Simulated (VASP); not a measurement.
## FeCu: single point with PBE

FeCu:

```
Fe Cu
1.0
     1.43827   -1.98793    0.00000
     1.43827    1.98793    0.00000
     0.00000    0.00000    4.13814
Fe Cu
1 1
Direct
  0.00000 0.00000 0.00000
  0.50000 0.50000 0.50000
```

* Program: VASP 6.6.1
* Task: single point
* Functional: PBE
* Potentials or basis: VASP PAW PBE potentials, release 64 (Fe, Cu)
* Cutoff: 520 eV
* k mesh: 9 × 9 × 5
* Occupations: fermi-dirac, width 0.05 eV
* Spin: non-collinear spin, typed start, spin-orbit coupling
* Starting moments: [[0.0, 0.0, 2.4], [0.0, 0.0, 0.0]] μB

```json
{"Pressure": "0.5 GPa", "Net moment": "2.48 μB per cell", "Valence electrons inside the program's atomic spheres": "Fe 7.13; Cu 10.04"}
```

Stress tensor (GPa, compression positive):
```
 0.22  0.00  0.00
 0.00 -0.50  0.00
 0.00  0.00  1.85
```

Moments on the atoms (μB; x, y, z):
```
Fe  0.00 0.00 2.44
Cu  0.00 0.00 0.06
```

It took 4 min on 1 thread of Intel(R) Xeon(R) 6975P-C (Granite Rapids), on a shared host, peak memory 0.27 GiB.
